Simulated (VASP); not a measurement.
# BiTe (Fm-3m) in VASP: notebook, part 2 of 2

VASP 6.6.1. The steps go on from the part before.

### 4 Single point, PBE

This run uses another cell than the first one, of 37.24 Å³/atom, 1.048 times its volume.

Contents of INCAR:

```
  PREC = Accurate
  ENCUT = 520
  EDIFF = 1E-7
  ISMEAR = -1
  SIGMA = 0.1
  LREAL = False
  LASPH = True
  NELM = 60
  ALGO = Normal
  ISIF = 2
  LWAVE = False
  LCHARG = False
  GGA = PE
  NBANDS = 18
```

Contents of KPOINTS:

```
regular mesh
0
Gamma
  6 6 6
```

Contents of POSCAR:

```
BiTe
1.0
    0.0000000000      3.3394261735      3.3394261735
    3.3394261735      0.0000000000      3.3394261735
    3.3394261735      3.3394261735      0.0000000000
Bi Te
1 1
Direct
    0.0000000000      0.0000000000      0.0000000000
    0.5000000000      0.5000000000      0.5000000000
```

Potentials or basis: VASP PAW PBE potentials, release 64 (Bi_d, Te).

Command:

```sh
$ cat potpaw_PBE.64/Bi_d/POTCAR potpaw_PBE.64/Te/POTCAR > POTCAR
$ mpirun -np 1 vasp_std > vasp.out
```

OUTCAR:

```text
PREC = Accurate
   ENCUT = 520
   EDIFF = 1E-7
   ISMEAR = -1
   LREAL = False
   LASPH = True
   NELM = 60
   ISIF = 2
   GGA = PE

 ion  position               nearest neighbor table
   1  0.000  0.000  0.000-   2 3.34   2 3.34   2 3.34   2 3.34   2 3.34   2 3.34
   2  0.500  0.500  0.500-   1 3.34   1 3.34   1 3.34   1 3.34   1 3.34   1 3.34

  LATTYP: Found a face centered cubic cell.
 ALAT       =     6.6788523470

  Lattice vectors:

 A1 = (   0.0000000000,   3.3394261735,   3.3394261735)
 A2 = (   3.3394261735,   0.0000000000,   3.3394261735)
 A3 = (   3.3394261735,   3.3394261735,   0.0000000000)

Analysis of symmetry for initial positions (statically):
=====================================================================
 Subroutine PRICEL returns:
 Original cell was already a primitive cell.

 Routine SETGRP: Setting up the symmetry group for a
 face centered cubic supercell.

 Subroutine GETGRP returns: Found 48 space group operations
 (whereof 48 operations were pure point group operations)
 out of a pool of 48 trial point group operations.

The static configuration has the point symmetry O_h .

Analysis of symmetry for dynamics (positions and initial velocities):
=====================================================================
 Subroutine PRICEL returns:
 Original cell was already a primitive cell.

 Routine SETGRP: Setting up the symmetry group for a
 face centered cubic supercell.

 Subroutine GETGRP returns: Found 48 space group operations
 (whereof 48 operations were pure point group operations)
 out of a pool of 48 trial point group operations.

The dynamic configuration has the point symmetry O_h .

 Subroutine INISYM returns: Found 48 space group operations
[... 99 lines left out ...]
   NELECT =      21.0000    total number of electrons
   NUPDOWN=      -1.0000    fix difference up-down
   EMIN   =  10.00;   EMAX   =-10.00  energy-range for DOS
   EFERMI =   0.00;   METHOD = LEGACY
   ISMEAR =    -1;   SIGMA  =   0.10  broadening in eV -4-tet -1-fermi 0-gaus
   EFERMI_NEDOS =   21; number of points for ismear=-14 and -15
   IALGO  =     38    algorithm
   IMIX   =      4    mixing-type and parameters
     AMIX     =   0.40;   BMIX     =  1.00
     AMIX_MAG =   1.60;   BMIX_MAG =  1.00
  volume/ion in A,a.u.               =      37.24       251.31
  Fermi-wavevector in a.u.,A,eV,Ry     =   1.073493  2.028609 15.679194  1.152388
  Thomas-Fermi vector in A             =   2.209294
   LORBIT       =      0    0 simple, 1 ext, 2 COOP (PROOUT), +10 PAW based schemes
   GGA     = PE    functional components
   LHFCALC =     F    Hartree Fock is set to
   AEXX    =    0.0000 exact exchange contribution
   IVDW    =     0    specifies the selected vdW correction
   LEPSILON=     F    determine dielectric tensor
   LRPA    =     F    only Hartree local field effects (RPA)
 non-spin polarized calculation
  energy-cutoff  :      520.00
  volume of cell :       74.48
 maximum number of plane-waves:      2044
   NGX = 17   NGY = 17   NGZ = 17

 number of electron      21.0000006 magnetization

 Free energy of the ion-electron system (eV)
  ---------------------------------------------------
  ext. energy  EPLUGINS =         0.00000000
  ---------------------------------------------------
  free energy    TOTEN  =        -7.14112484 eV

  energy without entropy =       -7.08765509  energy(sigma->0) =       -7.11438996

 E-fermi :   5.5202     XC(G=0):  -9.0147

 val. band max:        5.5051780645   @ k =  -0.1667   0.1667   0.0000
 cond. band min:       5.6440041096   @ k =   0.3333   0.0000   0.0000
 fundamental gap:      0.1388260451
 Fermi energy:         5.5201620290

 k-point     1 :       0.0000    0.0000    0.0000
  band No.  band energies     occupation
      1     -17.5852      2.00000
      2     -17.5852      2.00000
      3     -17.5852      2.00000
      4     -17.5838      2.00000
      5     -17.5838      2.00000
      6      -7.3610      2.00000
[... 313 lines left out ...]
      5     -17.5786      2.00000
      6      -5.6182      2.00000
[... 10 lines left out ...]
     17      15.2024      0.00000
     18      15.8759      0.00000

------------------------ aborting loop because EDIFF is reached ----------------------------------------

  FORCE on cell =-STRESS in cart. coord.  units (eV):
  Direction    XX          YY          ZZ          XY          YZ          ZX
  --------------------------------------------------------------------------------------
  -------------------------------------------------------------------------------------
  Total       -1.4295117     -1.4295117     -1.4295117      0.0000000      0.0000000     -0.0000000
  in kB      -30.7505420    -30.7505420    -30.7505420      0.0000000      0.0000000     -0.0000000
  external PRESSURE =     -30.7505420 kB  Pullay stress =       0.0000000 kB

 VOLUME and BASIS-vectors are now :
 -----------------------------------------------------------------------------
  energy-cutoff  :      520.00
  volume of cell :       74.48
      direct lattice vectors                 reciprocal lattice vectors
     0.000000000  3.339426174  3.339426174    -0.149726322  0.149726322  0.149726322
     3.339426174  0.000000000  3.339426174     0.149726322 -0.149726322  0.149726322
     3.339426174  3.339426174  0.000000000     0.149726322  0.149726322 -0.149726322

 POSITION                                       TOTAL-FORCE (eV/Angst)
 -----------------------------------------------------------------------------------
      0.00000      0.00000      0.00000         0.000000     -0.000000     -0.000000
      3.33943      3.33943      3.33943         0.000000      0.000000      0.000000
 -----------------------------------------------------------------------------------
    total drift:                               -0.000000      0.000000      0.000000

  FREE ENERGIE OF THE ION-ELECTRON SYSTEM (eV)
  ---------------------------------------------------
  free  energy   TOTEN  =        -7.1411248388 eV

  energy  without entropy=       -7.0876550898  energy(sigma->0) =       -7.11438996
```

OSZICAR:

```text
N       E                     dE             d eps       ncg     rms          rms(c)
DAV:   1     0.160914224509E+03    0.16091E+03   -0.96718E+03   576   0.108E+03
DAV:   2     0.565557151588E+01   -0.15526E+03   -0.15089E+03   624   0.300E+02
DAV:   3    -0.681227022641E+01   -0.12468E+02   -0.12339E+02   714   0.914E+01
DAV:   4    -0.716721235242E+01   -0.35494E+00   -0.35427E+00   708   0.165E+01
DAV:   5    -0.718308350788E+01   -0.15871E-01   -0.15870E-01   786   0.326E+00    0.533E+00
DAV:   6    -0.713611273729E+01    0.46971E-01   -0.16790E-01   820   0.228E+00    0.328E+00
DAV:   7    -0.714039630463E+01   -0.42836E-02   -0.27653E-02   652   0.806E-01    0.889E-01
DAV:   8    -0.714097511584E+01   -0.57881E-03   -0.32188E-03   674   0.378E-01    0.123E-01
DAV:   9    -0.714111735380E+01   -0.14224E-03   -0.44376E-04   670   0.121E-01    0.512E-02
DAV:  10    -0.714112018555E+01   -0.28317E-05   -0.22832E-05   736   0.267E-02    0.426E-02
DAV:  11    -0.714112744045E+01   -0.72549E-05   -0.39891E-05   618   0.461E-02    0.136E-02
DAV:  12    -0.714112487899E+01    0.25615E-05   -0.66962E-06   700   0.204E-02    0.468E-03
DAV:  13    -0.714112474248E+01    0.13651E-06   -0.86329E-07   688   0.701E-03    0.346E-03
DAV:  14    -0.714112483875E+01   -0.96272E-07   -0.13282E-07   476   0.306E-03
   1 F= -.71411248E+01 E0= -.71143900E+01  d E =-.534697E-01
```

stdout:

```text
POSCAR found type information on POSCAR BiTe
 POSCAR found :  2 types and       2 ions
 scaLAPACK will be used
 LDA part: xc-table for (Slater+PW92), standard interpolation
 POSCAR, INCAR and KPOINTS ok, starting setup
 FFT: planning ... GRIDC
 FFT: planning ... GRID_SOFT
 FFT: planning ... GRID
 WAVECAR not read
 entering main loop
```

It took 21 s on 1 thread of Intel Xeon 6975P-C, shared host; peak memory 0.21 GiB.

What came out:

```
Free energy : -7.1411 eV
Pressure    : -3.1 GPa
```

Levels at points of the mesh, in eV from the Fermi level:
| k point | band 8 | band 9 | band 10 | band 11 | band 12 | band 13 |
| --- | --- | --- | --- | --- | --- | --- |
| (0.00, 0.00, 0.00) | -2.28 | -2.28 | -2.28 | 1.97 | 1.97 | 1.97 |
| (0.50, 0.00, 0.00) | -1.70 | -1.70 | -1.58 | -0.75 | -0.47 | -0.47 |
| (0.50, 0.50, 0.00) | -5.01 | -3.56 | -3.56 | 2.60 | 3.18 | 3.18 |

Caveat: spin-orbit coupling is left out, which moves the levels of the heavy elements.

### 5 Overview

```tsv
cell	gap on the mesh (eV)	pressure (GPa)
a = 4.650 Å, angles 60.0°, 2 atoms	none	-1.4
a = 4.687 Å, angles 60.0°, 2 atoms	none	-2.3
a = 4.723 Å, angles 60.0°, 2 atoms	none	-3.1
```

Alike in all rows: task single point; level PBE; potentials or basis VASP PAW PBE potentials, release 64 (Bi_d, Te); no spin polarisation; k mesh 6 × 6 × 6; cutoff (eV) 520; smearing fermi-dirac 0.1 eV.

Caveats: spin-orbit coupling is left out, which moves the levels of the heavy elements.

Total energies depend on the potentials used, so only differences within one code and one set of settings carry meaning.
